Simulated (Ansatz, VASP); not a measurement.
## One calculation of GaSb, two programs

The input POSCAR:

```
GaSb
1.0
    0.0000000000      3.0658787986      3.0658787986
    3.0658787986      0.0000000000      3.0658787986
    3.0658787986      3.0658787986      0.0000000000
Ga Sb
1 1
Direct
    0.0000000000      0.0000000000      0.0000000000
    0.2500000000      0.2500000000      0.2500000000
```

File INCAR.step1:

```
SYSTEM = GaSb
  PREC = Accurate
  ENCUT = 520
  ISMEAR = -1
  SIGMA = 0.02
  LREAL = .False.
  LASPH = .True.
  NELM = 80
  NBANDS = 16
  GGA = PE
  ALGO = Normal
  EDIFF = 1E-4
  LWAVE = .True.
  LCHARG = .False.
```

The input INCAR.step2:

```
SYSTEM = GaSb
  PREC = Accurate
  ENCUT = 520
  EDIFF = 1E-6
  ISMEAR = -1
  SIGMA = 0.02
  LREAL = .False.
  LASPH = .True.
  NELM = 80
  ALGO = Normal
  ISIF = 2
  LWAVE = .False.
  LCHARG = .False.
  METAGGA = R2SCAN
  LMIXTAU = .True.
  IVDW = 13
  VDW_S6 = 1.0
  VDW_S8 = 0.6018749
  VDW_A1 = 0.51559235
  VDW_A2 = 5.77342911
  NBANDS = 16
  ISTART = 1
```

KPOINTS

```
Automatic mesh
0
Gamma
  6 6 6
  0 0 0
```

Input for Ansatz:

```yaml
crystal:
  lattice:
    - [0.0, 3.0658787986, 3.0658787986]
    - [3.0658787986, 0.0, 3.0658787986]
    - [3.0658787986, 3.0658787986, 0.0]
  atoms:
    - { symbol: Ga, position: [0.0, 0.0, 0.0] }
    - { symbol: Sb, position: [0.25, 0.25, 0.25] }
kpoints:
  mp_grid: { grid: [6, 6, 6] }
hamiltonian:
  xc: r2scan
  dispersion: d4
scf:
  occupations: { method: fermi_dirac, width: 0.02 }
  n_extra_bands: 4
output:
  forces: true
  stress: true
  eigenvalues: true
```

Alike in both runs: task single point; functional r2SCAN; dispersion D4; k mesh 6 × 6 × 6; occupations fermi-dirac, width 0.02 eV; no spin polarisation.

|  | VASP | Ansatz |
| --- | --- | --- |
| version | VASP 6.6.1 | Ansatz 0.2.0 |
| potentials or method | VASP PAW PBE potentials, release 64 (Ga_d, Sb) | plane waves |
| plane-wave cutoff (eV) | 520 | 500 |
| valence electrons in the cell | 18 | 28 |

```csv
,VASP,Ansatz,Ansatz less VASP
pressure (GPa),-0.6,-0.7,-0.09
```

VASP's potentials were made for PBE, not for r2SCAN. VASP's potentials hold 18 valence electrons a cell and Ansatz's 28, so a difference there can come from the potentials and not from the codes.

Neither program's run includes spin-orbit coupling.
